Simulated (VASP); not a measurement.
# Au in VASP: single point with PBE

Aim: the single point of Au with PBE.

Program: VASP 6.6.1. These are calculated values, not measurements. Logs are shortened: lines on timing, memory, paths and dates and some standing lists are left out, and cuts for length are marked.

### Step 1. The cell of the first run

The cell holds a slab with vacuum, 16 atoms: a = 8.160 Å, b = 5.770 Å, c = 15.327 Å, α = 90.00°, β = 90.00°, γ = 90.00°.

### Step 2. Single point, PBE

Input file INCAR:

```
PREC = Accurate
ENCUT = 520
EDIFF = 1E-6
ISMEAR = -1
SIGMA = 0.15
LREAL = Auto
LASPH = T
NELM = 80
ALGO = Normal
ISIF = 2
LWAVE = F
LCHARG = F
GGA = PE
NBANDS = 102
```

Input file KPOINTS:

```
regular mesh
0
Gamma
  2 2 1
```

Input file POSCAR:

```
Au
1.0
    8.1600000000      0.0000000000      0.0000000000
    0.0000000000      5.7699910000      0.0000000000
    0.0000000000      0.0000000000     15.3274940000
Au
16
Direct
    0.2500000000      0.2500003899      0.0652422373
    0.7500000000      0.2500003899      0.0652422373
    0.2500000000      0.7500011698      0.0652422373
    0.7500000000      0.7500011698      0.0652422373
   -0.0145710784     -0.0327210216      0.1639080726
    0.5239828431      0.0063085020      0.1548850712
    0.0241911765      0.5073144828      0.1482760326
    0.4887990196      0.5093595467      0.1515120476
    0.2465563725      0.2533972757      0.2676171330
    0.7598161765      0.3119068990      0.2432817785
    0.2540441176      0.7554604505      0.2612951602
    0.7665808824      0.7586320325      0.2742261716
    0.0144240196     -0.0229463096      0.3524646625
    0.5256862745      0.0256672844      0.3484131196
    0.0067647059      0.5062572888      0.3655718280
    0.4983700980      0.5009886497      0.3354755839
```

Potentials or basis: VASP PAW PBE potentials, release 64 (Au).

Started as:

```
$ cat potpaw_PBE.64/Au/POTCAR > POTCAR
$ mpirun -np 1 vasp_std > vasp.out
```

OUTCAR:

```text
PREC = Accurate
   ENCUT = 520
   EDIFF = 1E-6
   ISMEAR = -1
   LREAL = Auto
   LASPH = T
   NELM = 80
   ISIF = 2
   GGA = PE

 ion  position               nearest neighbor table
   1  0.250  0.250  0.065-   7 2.69   8 2.79   3 2.88   3 2.89   6 2.98   5 3.10   9 3.10
   2  0.750  0.250  0.065-   6 2.70  10 2.75   4 2.88   4 2.89   8 2.92   5 2.94   7 2.97
   3  0.250  0.750  0.065-   7 2.64   8 2.73   1 2.88   1 2.89   5 2.92  11 3.01   6 3.01
   4  0.750  0.750  0.065-   6 2.73   5 2.75   8 2.87   2 2.88   2 2.89   7 2.93  12 3.21
   5  0.985  0.967  0.164-   7 2.68  12 2.74   4 2.75  13 2.90   3 2.92  11 2.92   2 2.94  10 2.97
                             1 3.10   9 3.13   7 3.14
   6  0.524  0.006  0.155-   2 2.70   4 2.73   8 2.88   8 2.92  10 2.94  14 2.97   1 2.98   3 3.01
                            12 3.05  11 3.10   9 3.18
   7  0.024  0.507  0.148-   3 2.64   5 2.68   1 2.69  10 2.84  11 2.93   4 2.93   9 2.96   2 2.97
                             5 3.14  12 3.20  15 3.33
   8  0.489  0.509  0.152-   3 2.73   1 2.79  16 2.82  10 2.86   4 2.87   6 2.88   6 2.92  11 2.92
                             2 2.92   9 3.04  12 3.28
   9  0.247  0.253  0.268-  16 2.71  13 2.80  15 2.87  11 2.88  11 2.90  14 2.91   7 2.96   8 3.04
                             1 3.10   5 3.13   6 3.18
  10  0.760  0.312  0.243-  12 2.62   2 2.75  16 2.78   7 2.84   8 2.86   6 2.94   5 2.97  15 2.97
                            14 3.00  12 3.23  13 3.29
  11  0.254  0.755  0.261-  13 2.72  16 2.72   9 2.88   9 2.90   8 2.92   5 2.92   7 2.93  15 2.95
                             3 3.01  14 3.02   6 3.10
  12  0.767  0.759  0.274-  10 2.62  13 2.67   5 2.74  14 2.74  16 2.81  15 2.81   6 3.05   7 3.20
                             4 3.21  10 3.23   8 3.28
  13  0.014  0.977  0.352-  12 2.67  11 2.72  15 2.72   9 2.80   5 2.90  15 3.06  10 3.29
  14  0.526  0.026  0.348-  12 2.74  16 2.76   9 2.91   6 2.97  10 3.00  11 3.02  16 3.04
  15  0.007  0.506  0.366-  13 2.72  12 2.81   9 2.87  11 2.95  10 2.97  13 3.06   7 3.33
  16  0.498  0.501  0.335-   9 2.71  11 2.72  14 2.76  10 2.78  12 2.81   8 2.82  14 3.04

  LATTYP: Found a simple orthorhombic cell.
 ALAT       =     5.7699910000
 B/A-ratio  =     1.4142136444
 C/A-ratio  =     2.6564155819

  Lattice vectors:

 A1 = (   0.0000000000,  -5.7699910000,   0.0000000000)
 A2 = (   8.1600000000,   0.0000000000,   0.0000000000)
 A3 = (   0.0000000000,   0.0000000000,  15.3274940000)

Analysis of symmetry for initial positions (statically):
=====================================================================
 Subroutine PRICEL returns:
 Original cell was already a primitive cell.

 Routine SETGRP: Setting up the symmetry group for a
 simple orthorhombic supercell.

 Subroutine GETGRP returns: Found  1 space group operations
 (whereof  1 operations were pure point group operations)
 out of a pool of  8 trial point group operations.

The static configuration has the point symmetry C_1 .

Analysis of symmetry for dynamics (positions and initial velocities):
=====================================================================
 Subroutine PRICEL returns:
 Original cell was already a primitive cell.

 Routine SETGRP: Setting up the symmetry group for a
 simple orthorhombic supercell.

 Subroutine GETGRP returns: Found  1 space group operations
 (whereof  1 operations were pure point group operations)
 out of a pool of  8 trial point group operations.

The dynamic configuration has the point symmetry C_1 .

 Subroutine INISYM returns: Found  1 space group operations
 (whereof  1 operations are pure point group operations),
 and found     1 'primitive' translations

----------------------------------------------------------------------------------------

                                     Primitive cell

  volume of cell :     721.6663

  direct lattice vectors                    reciprocal lattice vectors
     8.160000000  0.000000000  0.000000000     0.122549020  0.000000000  0.000000000
     0.000000000  5.769991000  0.000000000     0.000000000  0.173310496  0.000000000
     0.000000000  0.000000000 15.327494000     0.000000000  0.000000000  0.065242237

  length of vectors
     8.160000000  5.769991000 15.327494000     0.122549020  0.173310496  0.065242237

  position of ions in fractional coordinates (direct lattice)
     0.250000000  0.250000390  0.065242237
     0.750000000  0.250000390  0.065242237
     0.250000000  0.750001170  0.065242237
     0.750000000  0.750001170  0.065242237
     0.985428922  0.967278978  0.163908073
     0.523982843  0.006308502  0.154885071
[... 8 lines left out ...]
     0.006764706  0.506257289  0.365571828
     0.498370098  0.500988650  0.335475584

  ion indices of the primitive-cell ions
   primitive index   ion index
                 1           1
                 2           2
                 3           3
                 4           4
                 5           5
                 6           6
[... 8 lines left out ...]
                15          15
                16          16

----------------------------------------------------------------------------------------

 KPOINTS: regular mesh

Automatic generation of k-mesh.
 Grid dimensions read from file:
 generate k-points for:    2    2    1

 Generating k-lattice:

  Cartesian coordinates                     Fractional coordinates (reciprocal lattice)
     0.061274510  0.000000000  0.000000000     0.500000000  0.000000000  0.000000000
     0.000000000  0.086655248  0.000000000     0.000000000  0.500000000  0.000000000
     0.000000000  0.000000000  0.065242237     0.000000000  0.000000000  1.000000000

  Length of vectors
     0.061274510  0.086655248  0.065242237

  Shift w.r.t. Gamma in fractional coordinates (k-lattice)
     0.000000000  0.000000000  0.000000000

 Subroutine IBZKPT returns following result:
 ===========================================

 Found      4 irreducible k-points:

 Following reciprocal coordinates:
            Coordinates               Weight
  0.000000  0.000000  0.000000      1.000000
  0.500000  0.000000  0.000000      1.000000
  0.000000  0.500000  0.000000      1.000000
  0.500000  0.500000  0.000000      1.000000
   k-points           NKPTS =      4   k-points in BZ     NKDIM =      4   number of bands    NBANDS=    102
   number of dos      NEDOS =    301   number of ions     NIONS =     16
   total plane-waves  NPLWV = 368640
   dimension x,y,z NGX =    64 NGY =   48 NGZ =  120
   dimension x,y,z NGXF=   128 NGYF=   96 NGZF=  240
   ions per type =              16
   NGX,Y,Z   is equivalent  to a cutoff of  13.04, 13.83, 13.02 a.u.
   NGXF,Y,Z  is equivalent  to a cutoff of  26.08, 27.66, 26.03 a.u.
 SYSTEM =  unknown system
   PREC   = accura    normal or accurate (medium, high low for compatibility)
   ISTART =      0    job   : 0-new  1-cont  2-samecut
   ICHARG =      2    charge: 1-file 2-atom 10-const
   ISPIN  =      1    spin polarized calculation?
   LNONCOLLINEAR =      F non collinear calculations
   LSORBIT =      F    spin-orbit coupling
   LASPH  =      T    aspherical Exc in radial PAW
   ENCUT  =  520.0 eV  38.22 Ry    6.18 a.u.  15.17 10.73 28.50*2*pi/ulx,y,z
   NELM   =     80;   NELMIN=  2; NELMDL= -5     # of ELM steps
   EDIFF  = 0.1E-05   stopping-criterion for ELM
   LREAL  =      T    real-space projection
   EDIFFG = 0.1E-04   stopping-criterion for IOM
   NSW    =      0    number of steps for IOM
   IBRION =     -1    ionic relax: 0-MD 1-quasi-New 2-CG
   NFREE  =      0    steps in history (QN), initial steepest desc. (CG)
   ISIF   =      2    stress and relaxation
   ISYM   =      2    0-nonsym 1-usesym 2-fastsym
   POTIM  = 0.5000    time-step for ionic-motion
   TEBEG  =    0.0;   TEEND  =   0.0 temperature during run
   PSTRESS=    0.0 pullay stress
   NELECT =     176.0000    total number of electrons
   NUPDOWN=      -1.0000    fix difference up-down
   EMIN   =  10.00;   EMAX   =-10.00  energy-range for DOS
   EFERMI =   0.00;   METHOD = LEGACY
   ISMEAR =    -1;   SIGMA  =   0.15  broadening in eV -4-tet -1-fermi 0-gaus
   EFERMI_NEDOS =   21; number of points for ismear=-14 and -15
   IALGO  =     38    algorithm
   IMIX   =      4    mixing-type and parameters
     AMIX     =   0.40;   BMIX     =  1.00
     AMIX_MAG =   1.60;   BMIX_MAG =  1.00
  volume/ion in A,a.u.               =      45.10       304.38
  Fermi-wavevector in a.u.,A,eV,Ry     =   1.022822  1.932854 14.233948  1.046166
  Thomas-Fermi vector in A             =   2.156523
   LORBIT       =      0    0 simple, 1 ext, 2 COOP (PROOUT), +10 PAW based schemes
   GGA     = PE    functional components
   LHFCALC =     F    Hartree Fock is set to
   AEXX    =    0.0000 exact exchange contribution
   IVDW    =     0    specifies the selected vdW correction
   LEPSILON=     F    determine dielectric tensor
   LRPA    =     F    only Hartree local field effects (RPA)
 non-spin polarized calculation
  energy-cutoff  :      520.00
  volume of cell :      721.67
 maximum number of plane-waves:     19488
 NGX is ok and might be reduce to    64
   NGX = 31   NGY = 21   NGZ = 57

 number of electron     176.0000009 magnetization

 Free energy of the ion-electron system (eV)
  ---------------------------------------------------
  ext. energy  EPLUGINS =         0.00000000
  ---------------------------------------------------
  free energy    TOTEN  =       -45.14889757 eV

  energy without entropy =      -44.69894655  energy(sigma->0) =      -44.92392206

 E-fermi :   0.5110     XC(G=0):  -6.0423

 val. band max:        0.4962970787   @ k =   0.0000   0.0000   0.0000
 cond. band min:       0.6556410589   @ k =   0.0000   0.0000   0.0000
 fundamental gap:      0.1593439803
 Fermi energy:         0.5109811050

 k-point     1 :       0.0000    0.0000    0.0000
  band No.  band energies     occupation
      1      -8.0885      2.00000
      2      -6.4410      2.00000
      3      -6.3765      2.00000
      4      -6.2672      2.00000
      5      -5.9523      2.00000
      6      -5.9418      2.00000
[... 401 lines left out ...]
     99       4.5702      0.00000
    100       4.7112      0.00000
 [bands above 100 left out]

------------------------ aborting loop because EDIFF is reached ----------------------------------------

  FORCE on cell =-STRESS in cart. coord.  units (eV):
  Direction    XX          YY          ZZ          XY          YZ          ZX
  --------------------------------------------------------------------------------------
  -------------------------------------------------------------------------------------
  Total        7.4151429     -9.1946302      5.3667730      0.3766066      0.9531004     -1.6610930
  in kB       16.4624192    -20.4130735     11.9148165      0.8361073      2.1159859     -3.6878062
  external PRESSURE =       2.6547207 kB  Pullay stress =       0.0000000 kB

 VOLUME and BASIS-vectors are now :
 -----------------------------------------------------------------------------
  energy-cutoff  :      520.00
  volume of cell :      721.67
      direct lattice vectors                 reciprocal lattice vectors
     8.160000000  0.000000000  0.000000000     0.122549020  0.000000000  0.000000000
     0.000000000  5.769991000  0.000000000     0.000000000  0.173310496  0.000000000
     0.000000000  0.000000000 15.327494000     0.000000000  0.000000000  0.065242237

 POSITION                                       TOTAL-FORCE (eV/Angst)
 -----------------------------------------------------------------------------------
      2.04000      1.44250      1.00000         0.217199     -0.752038     -0.021175
      6.12000      1.44250      1.00000         0.450986      0.338740     -0.538053
      2.04000      4.32750      1.00000         0.465143      0.881930     -0.439597
      6.12000      4.32750      1.00000         0.095836     -0.434420     -0.258923
      8.04110      5.58119      2.51230         0.615681      1.436301     -0.543805
      4.27570      0.03640      2.37400        -0.971212     -0.166280      0.132096
[... 8 lines left out ...]
      0.05520      2.92110      5.60330         0.079366     -0.680823     -0.252970
      4.06670      2.89070      5.14200         0.279463      0.400314      0.792193
 -----------------------------------------------------------------------------------
    total drift:                               -0.002478     -0.008387     -0.004997

  FREE ENERGIE OF THE ION-ELECTRON SYSTEM (eV)
  ---------------------------------------------------
  free  energy   TOTEN  =       -45.1488975704 eV

  energy  without entropy=      -44.6989465475  energy(sigma->0) =      -44.92392206
```

Run time: 8.1 min. Hardware: 1 thread of Intel Xeon Platinum 8259CL at 2.50GHz (Skylake/Cascade Lake), shared host; peak memory 0.77 GiB.

Results:

```
Free energy   : -45.1489 eV
Largest force : 1.683 eV/Å
```

Forces in eV/Å, atoms in the order of the input:
```
Au   0.217 -0.752 -0.021
Au   0.451  0.339 -0.538
Au   0.465  0.882 -0.440
Au   0.096 -0.434 -0.259
Au   0.616  1.436 -0.544
Au  -0.971 -0.166  0.132
Au  -1.069 -1.038  0.161
Au   0.211 -0.038 -0.418
Au  -0.258 -0.276 -0.049
Au   0.476 -1.375  0.845
Au   0.301  0.183  0.053
Au  -0.681  0.661  0.195
Au  -0.014  1.088  0.579
Au  -0.197 -0.228 -0.236
Au   0.079 -0.681 -0.253
Au   0.279  0.400  0.792
```

Levels at points of the mesh, in eV from the Fermi level:
```
           k point  band 86  band 87  band 88  band 89  band 90  band 91
(0.00, 0.00, 0.00)    -1.09    -0.83    -0.01     0.14     0.87     0.99
(0.50, 0.00, 0.00)    -0.30    -0.19    -0.09     0.19     0.37     0.47
(0.00, 0.50, 0.00)    -1.34    -1.22    -1.16     0.16     0.27     0.35
(0.50, 0.50, 0.00)    -1.37    -1.34    -1.29     0.77     0.96     1.10
```

Caveat: the k points lie up to 0.54 Å⁻¹ apart; there is no dipole correction, which matters where the two faces differ; spin-orbit coupling is left out, which moves the levels of the heavy elements.
